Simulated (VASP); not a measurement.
A run of VASP 6.6.1:

File INCAR:

```
SYSTEM = MoS2
PREC = Accurate
ENCUT = 520
EDIFF = 1E-6
ISMEAR = 0
SIGMA = 0.15
LREAL = .False.
LASPH = .True.
NELM = 100
ALGO = Normal
ISIF = 2
LWAVE = .False.
LCHARG = .True.
GGA = PS
LELF = .True.
LVHAR = .True.
NBANDS = 20
```

KPOINTS

```
Automatic mesh
0
Gamma
  11 11 5
  0 0 0
```

File POSCAR:

```
MoS2
1.0
    3.2274650000      0.0000000000      0.0000000000
   -1.6137320000      2.7950660000      0.0000000000
    0.0000000000      0.0000000000      6.3124730000
Mo S
1 2
Direct
    0.0000000000      0.0000000000      0.5000000000
    0.3333333333      0.6666666667      0.2553190000
    0.6666666667      0.3333333333      0.7446810000
```

Potentials or basis: VASP PAW PBE potentials, release 64 (Mo_sv, S).

The run is started by

```bash
$ cat potpaw_PBE.64/Mo_sv/POTCAR potpaw_PBE.64/S/POTCAR > POTCAR
$ mpirun -np 1 vasp_std > vasp.out
```

Hardware: 1 thread of AMD EPYC 7R43 64-Core Processor (Zen 3) (shared host).

Q: How long does it take, and how much memory?

A: Run time: 54 s on 1 thread of AMD EPYC 7R43 64-Core Processor (Zen 3) (shared host), peak memory 0.18 GiB. Counts: scf iterations 14, k points 68.
